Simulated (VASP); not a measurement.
Crystal: B.

```
B
1.0
     1.92005    0.00000    0.00000
     0.00000    1.92005    0.00000
     0.00000    0.00000    1.92005
B
1
Direct
  0.00000 0.00000 0.00000
```

- Program: VASP 6.6.1
- Task: relaxation of cell and atoms
- Functional: revPBE
- Potentials or basis: VASP PAW PBE potentials, release 64 (B)
- Cutoff: 600 eV
- k mesh: 16 × 16 × 16
- Occupations: fermi-dirac, width 0.1 eV
- Spin: no spin polarisation

At the start: pressure -9.5 GPa; volume 7.08 Å³/atom.

Problem. Where does the relaxation end?

Solution. Over 3 steps the energy falls by 9.5 meV/atom and the volume is 6.77 Å³/atom (-4.4 %); space group Pm-3m (No. 221, to 0.05 Å).

Step by step:
```csv
step,energy change (eV),largest force (eV/Å),pressure (GPa),volume (Å³)
1,0.0000,0.0000,-9.47,7.08
2,-0.0082,0.0000,3.90,6.66
3,-0.0095,0.0000,0.02,6.77
```

Final structure:
```
CELL_PARAMETERS angstrom
1.89157 0.00000 0.00000
0.00000 1.89157 0.00000
0.00000 0.00000 1.89157
ATOMIC_POSITIONS crystal
B 0.00000 0.00000 0.00000
```

Caveat: the PAW data sets were made with another functional, which shifts forces and pressure a little.
